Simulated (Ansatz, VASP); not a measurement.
## One calculation of AlCo, two programs

The input INCAR:

```
SYSTEM = AlCo
PREC = Accurate ; ENCUT = 520
EDIFF = 1E-7 ; ISMEAR = 0
SIGMA = 0.15 ; LREAL = .FALSE.
LASPH = .TRUE. ; NELM = 100
ALGO = Fast ; ISIF = 2
LWAVE = .FALSE. ; LCHARG = .FALSE.
GGA = PS ; NBANDS = 34
```

The input KPOINTS:

```
Automatic mesh
0
G
  16 16 16
  0 0 0
```

POSCAR

```
AlCo
1.0
   -2.8225855357      2.8225855357      2.8225855357
    2.8225855357     -2.8225855357      2.8225855357
    2.8225855357      2.8225855357     -2.8225855357
Al Co
4 4
Direct
   -0.0163637278      0.5000000000      0.5000000000
    0.5000000000      0.0000000000      0.5000000000
    0.5000000000      0.5000000000      0.0000000000
    0.0000000000      0.0000000000      0.0000000000
    0.5000000000      0.5000000000      0.5000000000
    0.0000000000      0.0000000000      0.5000000000
    0.0000000000      0.5000000000      0.0000000000
    0.5000000000      0.0000000000      0.0000000000
```

Input for Ansatz:

```yaml
crystal:
  lattice:
    - [-2.8225855357, 2.8225855357, 2.8225855357]
    - [2.8225855357, -2.8225855357, 2.8225855357]
    - [2.8225855357, 2.8225855357, -2.8225855357]
  atoms:
    - { symbol: Al, position: [-0.0163637278, 0.5, 0.5] }
    - { symbol: Al, position: [0.5, 0.0, 0.5] }
    - { symbol: Al, position: [0.5, 0.5, 0.0] }
    - { symbol: Al, position: [0.0, 0.0, 0.0] }
    - { symbol: Co, position: [0.5, 0.5, 0.5] }
    - { symbol: Co, position: [0.0, 0.0, 0.5] }
    - { symbol: Co, position: [0.0, 0.5, 0.0] }
    - { symbol: Co, position: [0.5, 0.0, 0.0] }
basis:
  ecutwfc: 420
kpoints:
  mp_grid: { grid: [16, 16, 16] }
hamiltonian:
  xc: pbesol
scf:
  occupations: { method: gaussian, width: 0.15 }
output:
  forces: true
  stress: true
  eigenvalues: true
```

Alike in both runs: task single point; functional PBEsol; k mesh 16 × 16 × 16; occupations gaussian, width 0.15 eV; no spin polarisation.

|  | VASP | Ansatz |
| --- | --- | --- |
| version | VASP 6.6.1 | Ansatz 0.2.0 |
| potentials or method | VASP PAW PBE potentials, release 64 (Al, Co), cutoff 520 eV | scalar-relativistic, plane waves, PAW |
| valence electrons in the cell | 48 | 80 |

```csv
,VASP,Ansatz,Ansatz less VASP
gap on the k mesh at the Fermi level (eV),none,none,-
pressure (GPa),0.3,0.2,-0.09
"traceless stress, the component that is largest in VASP (GPa)",-0.08,-0.08,0.000
rms of the force components (eV/Å),0.210,0.208,-0.0018
```

VASP's potentials were made for PBE, not for PBEsol. Atom by atom the forces differ by 0.002 eV/Å (rms over components). A gap of «none» marks a metal or a gap that the smearing closes. VASP's potentials hold 48 valence electrons a cell and Ansatz's 80, so a difference there can come from the potentials and not from the codes.
